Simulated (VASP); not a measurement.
Set up this calculation in VASP 6.6.1, as the native input.

* Task: single point
* Functional: PBE
* Potentials or basis: VASP PAW PBE potentials, release 64 (Br, I, Na_pv)
* Cutoff: 520 eV
* k mesh: 6 × 6 × 6
* Occupations: gaussian, width 0.01 eV
* Spin: no spin polarisation
* Dipole correction: no
* Further INCAR settings: ALGO = Normal; EDIFF = 1e-06; NBANDS = 22

The structure of Na2IBr lies in POSCAR:

```
Na2IBr
1.0
    2.2444584744      1.2958387044      7.3261711640
   -2.2444584744      1.2958387044      7.3261711640
    0.0000000000     -2.5916774088      7.3261711640
Br I Na
1 1 2
Direct
    1.0000000000      0.0000000000      0.0000000000
    0.5000000000      0.5000000000      0.5000000000
    0.2559007394      0.2559007394      0.2559007394
    0.7440992606      0.7440992606      0.7440992606
```

One way to write it, as run:

INCAR

```
PREC = Accurate ; ENCUT = 520
EDIFF = 1E-6 ; ISMEAR = 0
SIGMA = 0.01 ; LREAL = False
LASPH = True ; NELM = 80
ALGO = Normal ; ISIF = 2
LWAVE = False ; LCHARG = False
GGA = PE ; NBANDS = 22
```

KPOINTS

```
regular mesh
0
Gamma
  6 6 6
```

Potentials or basis: VASP PAW PBE potentials, release 64 (Br, I, Na_pv).

Command:

```bash
$ cat potpaw_PBE.64/Br/POTCAR potpaw_PBE.64/I/POTCAR potpaw_PBE.64/Na_pv/POTCAR > POTCAR
$ mpirun -np 1 vasp_std > vasp.out
```

It gave:

```yaml
Pressure: -0.4 GPa
Largest_force: 0.007 eV/Å
Band_gap_on_the_k_mesh: 3.21 eV
```

Caveat: spin-orbit coupling is left out, which moves the levels of the heavy elements.

Run time: 92 s on 1 thread of Intel(R) Xeon(R) 6975P-C (Granite Rapids), on a shared host, peak memory 0.51 GiB.
